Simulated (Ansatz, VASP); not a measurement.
**CaYC4N4: VASP beside Ansatz**

```xyz
10
Lattice="6.3347 0.0000 0.0000 0.0000 6.3347 0.0000 0.0000 0.0000 6.3347" Properties=species:S:1:pos:R:3 pbc="T T T"
Ca    0.0000    0.0000    0.0000
Y     3.1673    3.1673    3.1673
C     1.2159    1.2159    1.2159
C     1.2159    5.1188    5.1188
C     5.1188    1.2159    5.1188
C     5.1188    5.1188    1.2159
N     1.8914    1.8914    1.8914
N     1.8914    4.4433    4.4433
N     4.4433    1.8914    4.4433
N     4.4433    4.4433    1.8914
```

Alike in both runs: task single point; functional PBE; k mesh 4 × 4 × 4; occupations gaussian, width 0.1 eV; no spin polarisation.

|  | VASP | Ansatz |
| --- | --- | --- |
| version | VASP 6.6.1 | Ansatz 0.2.0 |
| potentials or method | VASP PAW PBE potentials, release 64 (Ca_sv, Y_sv, C, N), cutoff 520 eV | scalar-relativistic, plane waves, PAW |
| valence electrons in the cell | 57 | 57 |

|  | VASP | Ansatz | Ansatz less VASP |
| --- | --- | --- | --- |
| gap on the k mesh at the Fermi level (eV) | none | none | - |
| pressure (GPa) | 10.3 | 10.0 | -0.35 |
| rms of the force components (eV/Å) | 0.967 | 1.033 | +0.0658 |

Atom by atom the forces differ by 0.194 eV/Å (rms over components). A gap of «none» marks a metal or a gap that the smearing closes.

Noted on VASP's run: the standard files for N, O and F lose accuracy on very short bonds.
